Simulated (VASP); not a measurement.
# Cd (Im-3m) in VASP: notebook

Cd is run at these levels: PBE; tasks: single point, relaxation of cell and atoms.

Everything below comes from runs of VASP 6.6.1. Logs are shortened: lines on timing, memory, paths and dates and some standing lists are left out, and cuts for length are marked.

**1. The cell of the first run**

Symmetry: Im-3m, No. 229, cubic system. Conventional cell: a = 3.604 Å, b = 3.604 Å, c = 3.604 Å, α = 90.00°, β = 90.00°, γ = 90.00°. Within 4.1 Å of Cd (site symmetry m-3m) lie 14 Cd at 3.12 to 3.60 Å.

**2. Single point, PBE**

Input file INCAR:

```
SYSTEM = Cd
PREC = Accurate
ENCUT = 520
EDIFF = 1E-6
ISMEAR = -1
SIGMA = 0.05
LREAL = .FALSE.
LASPH = .TRUE.
NELM = 100
ALGO = Normal
ISIF = 2
LWAVE = .FALSE.
LCHARG = .FALSE.
GGA = PE
NBANDS = 12
```

Input file KPOINTS:

```
regular mesh
0
G
  17 17 17
  0 0 0
```

Input file POSCAR:

```
Cd
1.0
   -1.8019523834      1.8019523834      1.8019523834
    1.8019523834     -1.8019523834      1.8019523834
    1.8019523834      1.8019523834     -1.8019523834
Cd
1
Direct
    0.0000000000      0.0000000000      0.0000000000
```

Potentials or basis: VASP PAW PBE potentials, release 64 (Cd).

The run is started by

```console
> cat potpaw_PBE.64/Cd/POTCAR > POTCAR
> mpirun -np 1 vasp_std > vasp.out
```

OUTCAR:

```text
SYSTEM = Cd
   PREC = Accurate
   ENCUT = 520
   EDIFF = 1E-6
   ISMEAR = -1
   LREAL = .FALSE.
   LASPH = .TRUE.
   NELM = 100
   ISIF = 2
   GGA = PE

 ion  position               nearest neighbor table
   1  0.000  0.000  0.000-

  LATTYP: Found a body centered cubic cell.
 ALAT       =     3.6039047668

  Lattice vectors:

 A1 = (  -1.8019523834,   1.8019523834,   1.8019523834)
 A2 = (   1.8019523834,  -1.8019523834,   1.8019523834)
 A3 = (   1.8019523834,   1.8019523834,  -1.8019523834)

Analysis of symmetry for initial positions (statically):
=====================================================================
 Subroutine PRICEL returns:
 Original cell was already a primitive cell.

 Routine SETGRP: Setting up the symmetry group for a
 body centered cubic supercell.

 Subroutine GETGRP returns: Found 48 space group operations
 (whereof 48 operations were pure point group operations)
 out of a pool of 48 trial point group operations.

The static configuration has the point symmetry O_h .

Analysis of symmetry for dynamics (positions and initial velocities):
=====================================================================
 Subroutine PRICEL returns:
 Original cell was already a primitive cell.

 Routine SETGRP: Setting up the symmetry group for a
 body centered cubic supercell.

 Subroutine GETGRP returns: Found 48 space group operations
 (whereof 48 operations were pure point group operations)
 out of a pool of 48 trial point group operations.

The dynamic configuration has the point symmetry O_h .

 Subroutine INISYM returns: Found 48 space group operations
 (whereof 48 operations are pure point group operations),
 and found     1 'primitive' translations

----------------------------------------------------------------------------------------

                                     Primitive cell

  volume of cell :      23.4040

  direct lattice vectors                    reciprocal lattice vectors
    -1.801952383  1.801952383  1.801952383     0.000000000  0.277476810  0.277476810
     1.801952383 -1.801952383  1.801952383     0.277476810  0.000000000  0.277476810
     1.801952383  1.801952383 -1.801952383     0.277476810  0.277476810  0.000000000

  length of vectors
     3.121073081  3.121073081  3.121073081     0.392411469  0.392411469  0.392411469

  position of ions in fractional coordinates (direct lattice)
     0.000000000  0.000000000  0.000000000

  ion indices of the primitive-cell ions
   primitive index   ion index
                 1           1

----------------------------------------------------------------------------------------

 KPOINTS: regular mesh

Automatic generation of k-mesh.
 Grid dimensions read from file:
 generate k-points for:   17   17   17

 Generating k-lattice:

  Cartesian coordinates                     Fractional coordinates (reciprocal lattice)
     0.000000000  0.016322165  0.016322165     0.058823529  0.000000000  0.000000000
     0.016322165  0.000000000  0.016322165     0.000000000  0.058823529  0.000000000
     0.016322165  0.016322165  0.000000000     0.000000000  0.000000000  0.058823529

  Length of vectors
     0.023083028  0.023083028  0.023083028

  Shift w.r.t. Gamma in fractional coordinates (k-lattice)
     0.000000000  0.000000000  0.000000000

 Subroutine IBZKPT returns following result:
 ===========================================

 Found    165 irreducible k-points:

 Following reciprocal coordinates:
            Coordinates               Weight
  0.000000  0.000000  0.000000      1.000000
  0.058824  0.000000  0.000000     12.000000
  0.117647  0.000000  0.000000     12.000000
  0.176471  0.000000  0.000000     12.000000
  0.235294  0.000000  0.000000     12.000000
  0.294118  0.000000  0.000000     12.000000
[... 16 lines left out ...]
  0.411765  0.117647  0.000000     48.000000
  0.176471  0.176471  0.000000     24.000000
 [... further k-points ...]
   k-points           NKPTS =    165   k-points in BZ     NKDIM =    165   number of bands    NBANDS=     12
   number of dos      NEDOS =    301   number of ions     NIONS =      1
   total plane-waves  NPLWV =  13824
   dimension x,y,z NGX =    24 NGY =   24 NGZ =   24
   dimension x,y,z NGXF=    48 NGYF=   48 NGZF=   48
   ions per type =               1
   NGX,Y,Z   is equivalent  to a cutoff of  12.78, 12.78, 12.78 a.u.
   NGXF,Y,Z  is equivalent  to a cutoff of  25.57, 25.57, 25.57 a.u.
 SYSTEM =  Cd
   PREC   = accura    normal or accurate (medium, high low for compatibility)
   ISTART =      0    job   : 0-new  1-cont  2-samecut
   ICHARG =      2    charge: 1-file 2-atom 10-const
   ISPIN  =      1    spin polarized calculation?
   LNONCOLLINEAR =      F non collinear calculations
   LSORBIT =      F    spin-orbit coupling
   LASPH  =      T    aspherical Exc in radial PAW
   ENCUT  =  520.0 eV  38.22 Ry    6.18 a.u.   5.80  5.80  5.80*2*pi/ulx,y,z
   NELM   =    100;   NELMIN=  2; NELMDL= -5     # of ELM steps
   EDIFF  = 0.1E-05   stopping-criterion for ELM
   LREAL  =      F    real-space projection
   EDIFFG = 0.1E-04   stopping-criterion for IOM
   NSW    =      0    number of steps for IOM
   IBRION =     -1    ionic relax: 0-MD 1-quasi-New 2-CG
   NFREE  =      0    steps in history (QN), initial steepest desc. (CG)
   ISIF   =      2    stress and relaxation
   ISYM   =      2    0-nonsym 1-usesym 2-fastsym
   POTIM  = 0.5000    time-step for ionic-motion
   TEBEG  =    0.0;   TEEND  =   0.0 temperature during run
   PSTRESS=    0.0 pullay stress
   NELECT =      12.0000    total number of electrons
   NUPDOWN=      -1.0000    fix difference up-down
   EMIN   =  10.00;   EMAX   =-10.00  energy-range for DOS
   EFERMI =   0.00;   METHOD = LEGACY
   ISMEAR =    -1;   SIGMA  =   0.05  broadening in eV -4-tet -1-fermi 0-gaus
   EFERMI_NEDOS =   21; number of points for ismear=-14 and -15
   IALGO  =     38    algorithm
   IMIX   =      4    mixing-type and parameters
     AMIX     =   0.40;   BMIX     =  1.00
     AMIX_MAG =   1.60;   BMIX_MAG =  1.00
  volume/ion in A,a.u.               =      23.40       157.94
  Fermi-wavevector in a.u.,A,eV,Ry     =   1.310304  2.476115 23.359782  1.716896
  Thomas-Fermi vector in A             =   2.440843
   LORBIT       =      0    0 simple, 1 ext, 2 COOP (PROOUT), +10 PAW based schemes
   GGA     = PE    functional components
   LHFCALC =     F    Hartree Fock is set to
   AEXX    =    0.0000 exact exchange contribution
   IVDW    =     0    specifies the selected vdW correction
   LEPSILON=     F    determine dielectric tensor
   LRPA    =     F    only Hartree local field effects (RPA)
 non-spin polarized calculation
  energy-cutoff  :      520.00
  volume of cell :       23.40
 maximum number of plane-waves:       646
   NGX = 11   NGY = 11   NGZ = 11

 number of electron      12.0000007 magnetization

 Free energy of the ion-electron system (eV)
  ---------------------------------------------------
  ext. energy  EPLUGINS =         0.00000000
  ---------------------------------------------------
  free energy    TOTEN  =        -0.69261062 eV

  energy without entropy =       -0.68964447  energy(sigma->0) =       -0.69112755

 E-fermi :   2.3819     XC(G=0): -10.6224

 val. band max:        2.3767853245   @ k =   0.3529   0.2353   0.0588
 cond. band min:       2.4205308736   @ k =  -0.4118  -0.4118   0.1176
 fundamental gap:      0.0437455490
 Fermi energy:         2.3818842351

 k-point     1 :       0.0000    0.0000    0.0000
  band No.  band energies     occupation
      1      -6.6769      2.00000
      2      -6.6769      2.00000
      3      -6.6769      2.00000
      4      -6.1126      2.00000
      5      -6.1126      2.00000
      6      -5.9256      2.00000
      7      17.6206      0.00000
      8      17.6206      0.00000
      9      17.6206      0.00000
     10      17.8558      0.00000
     11      17.8558      0.00000
     12      17.8558      0.00000

 k-point     2 :       0.0588    0.0000    0.0000
  band No.  band energies     occupation
      1      -6.6867      2.00000
      2      -6.6732      2.00000
      3      -6.6480      2.00000
      4      -6.1235      2.00000
      5      -6.1122      2.00000
      6      -5.8351      2.00000
      7      16.3949      0.00000
      8      17.1731      0.00000
      9      17.2991      0.00000
     10      17.4629      0.00000
     11      17.5736      0.00000
     12      17.8226      0.00000

 k-point     3 :       0.1176    0.0000    0.0000
  band No.  band energies     occupation
      1      -6.7145      2.00000
      2      -6.6733      2.00000
      3      -6.5642      2.00000
      4      -6.1529      2.00000
      5      -6.1111      2.00000
      6      -5.5538      2.00000
      7      14.1556      0.00000
      8      16.1305      0.00000
      9      16.1957      0.00000
     10      17.1031      0.00000
     11      17.2235      0.00000
     12      18.1363      0.00000
[... 286 lines left out ...]
 k-point    23 :       0.4118    0.1176    0.0000
  band No.  band energies     occupation
      1      -6.9703      2.00000
      2      -6.8924      2.00000
      3      -6.1522      2.00000
      4      -6.1371      2.00000
      5      -5.8280      2.00000
      6       0.4270      2.00000
      7       2.1081      1.99166
      8       9.2806      0.00000
      9      11.7586      0.00000
     10      16.3521      0.00000
     11      18.6409      0.00000
     12      21.6470      0.00000

 k-point    24 :       0.1765    0.1765    0.0000
  band No.  band energies     occupation
      1      -6.8418      2.00000
      2      -6.7031      2.00000
      3      -6.2651      2.00000
      4      -6.2232      2.00000
      5      -6.0798      2.00000
      6      -3.2960      2.00000
      7       8.6289      0.00000
      8       9.4187      0.00000
      9      12.9542      0.00000
     10      17.3273      0.00000
     11      18.3109      0.00000
     12      20.6680      0.00000

 [... further k-points ...]

------------------------ aborting loop because EDIFF is reached ----------------------------------------

  FORCE on cell =-STRESS in cart. coord.  units (eV):
  Direction    XX          YY          ZZ          XY          YZ          ZX
  --------------------------------------------------------------------------------------
  -------------------------------------------------------------------------------------
  Total        0.0298129      0.0298129      0.0298129      0.0000000     -0.0000000      0.0000000
  in kB        2.0409152      2.0409152      2.0409152      0.0000000     -0.0000000      0.0000000
  external PRESSURE =       2.0409152 kB  Pullay stress =       0.0000000 kB

 VOLUME and BASIS-vectors are now :
 -----------------------------------------------------------------------------
  energy-cutoff  :      520.00
  volume of cell :       23.40
      direct lattice vectors                 reciprocal lattice vectors
    -1.801952383  1.801952383  1.801952383     0.000000000  0.277476810  0.277476810
     1.801952383 -1.801952383  1.801952383     0.277476810  0.000000000  0.277476810
     1.801952383  1.801952383 -1.801952383     0.277476810  0.277476810  0.000000000

 POSITION                                       TOTAL-FORCE (eV/Angst)
 -----------------------------------------------------------------------------------
      0.00000      0.00000      0.00000        -0.000000      0.000000      0.000000
 -----------------------------------------------------------------------------------
    total drift:                               -0.000000     -0.000000      0.000000

  FREE ENERGIE OF THE ION-ELECTRON SYSTEM (eV)
  ---------------------------------------------------
  free  energy   TOTEN  =        -0.6926106216 eV

  energy  without entropy=       -0.6896444732  energy(sigma->0) =       -0.69112755
```

It took 53 s on 1 thread of AMD EPYC 7R43 (Zen 3), shared host; peak memory 0.13 GiB.

What came out:

```
Free energy            : -0.6926 eV
Pressure               : 0.2 GPa
Band gap on the k mesh : zero (band 6 reaches 5.23 eV, above the bottom of band 7 at 1.43 eV)
```

**3. Single point, PBE**

This run uses another cell than the first one: it holds 2 atoms, not 1.

Input file INCAR:

```
PREC     = Accurate       # precision mode
ENCUT    = 520            # plane-wave cutoff, eV
EDIFF    = 1E-6           # SCF threshold, eV
ISMEAR   = -1             # smearing method
SIGMA    = 0.05           # smearing width, eV
LREAL    = F              # projectors in reciprocal space
LASPH    = T              # aspherical terms in the spheres
NELM     = 60             # most SCF steps
ALGO     = Normal         # electronic algorithm
ISIF     = 2              # what is computed and relaxed
LWAVE    = F              # write WAVECAR
LCHARG   = F              # write CHGCAR
GGA      = PE             # functional
NBANDS   = 19             # bands
```

Input file KPOINTS:

```
regular mesh
0
Gamma
  10 10 10
```

Input file POSCAR:

```
Cd
1.0
    3.6039047669      0.0000000000      0.0000000000
    0.0000000000      3.6039047669      0.0000000000
    0.0000000000      0.0000000000      3.6039047669
Cd
2
Direct
    0.0000000000      0.0000000000      0.0000000000
    0.5000000000      0.5000000000      0.5000000000
```

Potentials or basis: VASP PAW PBE potentials, release 64 (Cd).

The run is started by

```console
> cat potpaw_PBE.64/Cd/POTCAR > POTCAR
> mpirun -np 1 vasp_std > vasp.out
```

It took 64 s on 1 thread of AMD EPYC 7R43 (Zen 3), shared host; peak memory 0.14 GiB.

The run converged. Its results:

| Quantity | Value |
| --- | --- |
| Free energy | -1.3853 eV |
| Pressure | 0.3 GPa |
| Band gap on the k mesh | zero (band 12 reaches 5.80 eV, above the bottom of band 13 at 1.39 eV) |

Levels at points of the mesh, in eV from the Fermi level:
| k point | band 10 | band 11 | band 12 | band 13 | band 14 | band 15 |
| --- | --- | --- | --- | --- | --- | --- |
| (0.00, 0.00, 0.00) | -8.30 | -8.30 | 3.32 | 3.32 | 3.32 | 5.14 |
| (0.50, 0.00, 0.00) | -8.73 | -4.95 | -4.95 | 7.40 | 7.40 | 7.40 |
| (0.50, 0.50, 0.00) | -8.21 | -1.94 | -1.94 | -1.09 | -1.09 | 8.92 |
| (0.50, 0.50, 0.50) | -8.56 | 0.77 | 0.77 | 2.16 | 2.16 | 2.16 |

**4. Relaxation of cell and atoms, PBE**

This run uses another cell than the first one, of 23.11 Å³/atom, 0.987 times its volume.

Input file INCAR:

```
SYSTEM = Cd
PREC     = Accurate       ! precision mode
ENCUT    = 600            ! plane-wave cutoff, eV
EDIFF    = 1E-6           ! SCF threshold, eV
ISMEAR   = -1             ! smearing method
SIGMA    = 0.05           ! smearing width, eV
LREAL    = .FALSE.        ! projectors in reciprocal space
LASPH    = .TRUE.         ! aspherical terms in the spheres
NELM     = 60             ! most SCF steps
ALGO     = Normal         ! electronic algorithm
ISIF     = 3              ! what is computed and relaxed
LWAVE    = .FALSE.        ! write WAVECAR
LCHARG   = .FALSE.        ! write CHGCAR
GGA      = PE             ! functional
IBRION   = 2              ! ionic algorithm
NSW      = 60             ! ionic steps
EDIFFG   = -0.005         ! ionic threshold
```

Input file KPOINTS:

```
regular mesh
0
G
  17 17 17
  0 0 0
```

Input file POSCAR:

```
Cd
1.0
   -1.7942719145      1.7942719145      1.7942719145
    1.7942719145     -1.7942719145      1.7942719145
    1.7942719145      1.7942719145     -1.7942719145
Cd
1
Direct
    0.0000000000      0.0000000000      0.0000000000
```

The run is started by

```console
> cat potpaw_PBE.64/Cd/POTCAR > POTCAR
> mpirun -np 1 vasp_std > vasp.out
```

Run time: 3.8 min. Hardware: 1 thread of AMD EPYC 7R43 (Zen 3), shared host; peak memory 0.16 GiB.

Results (log left out):

* Free energy: -0.6920 eV
* Relaxed volume: 23.49 Å³/atom
* Relaxed cell: a = 3.125 Å, b = 3.125 Å, c = 3.125 Å, α = 109.47°, β = 109.47°, γ = 109.47°
* Space group after relaxing (to 0.05 Å): Im-3m (No. 229)
* Energy gained by relaxing: 0.7 meV/atom
* Ionic steps: 4
* Pressure after relaxing: 0.0 GPa
* Band gap on the k mesh: zero (band 6 reaches 5.20 eV, above the bottom of band 7 at 1.40 eV)

The path:
```tsv
step	energy change (eV)	largest force (eV/Å)	pressure (GPa)	volume (Å³)
1	0.0000	0.0000	0.60	23.11
2	-0.0007	0.0000	0.16	23.40
3	-0.0007	0.0000	-0.11	23.56
4	-0.0007	0.0000	-0.01	23.49
```

Final structure:
```xyz
1
Lattice="-1.8042 1.8042 1.8042 1.8042 -1.8042 1.8042 1.8042 1.8042 -1.8042" Properties=species:S:1:pos:R:3 pbc="T T T"
Cd    0.0000    0.0000    0.0000
```

Levels at points of the mesh, in eV from the Fermi level:
| k point | band 3 | band 4 | band 5 | band 6 | band 7 | band 8 | band 9 | band 10 |
| --- | --- | --- | --- | --- | --- | --- | --- | --- |
| (0.00, 0.00, 0.00) | -9.05 | -8.49 | -8.49 | -8.28 | 15.22 | 15.22 | 15.22 | 15.42 |

**5. The runs side by side**

| task | cell | k mesh | cutoff (eV) | gap on the mesh (eV) | pressure (GPa) |
| --- | --- | --- | --- | --- | --- |
| single point | a = 3.121 Å, angles 109.5°, 1 atom | 17 × 17 × 17 | 520 | none | 0.2 |
| single point | a = 3.604 Å, 2 atoms | 10 × 10 × 10 | 520 | none | 0.3 |
| relaxation of cell and atoms | relaxed from a = 3.108 Å, angles 109.5°, 1 atom | 17 × 17 × 17 | 600 | none | 0.0 |

Alike in all rows: level PBE; potentials or basis VASP PAW PBE potentials, release 64 (Cd); no spin polarisation; smearing fermi-dirac 0.05 eV.

Absolute energies hang on the potentials; compare differences alone.
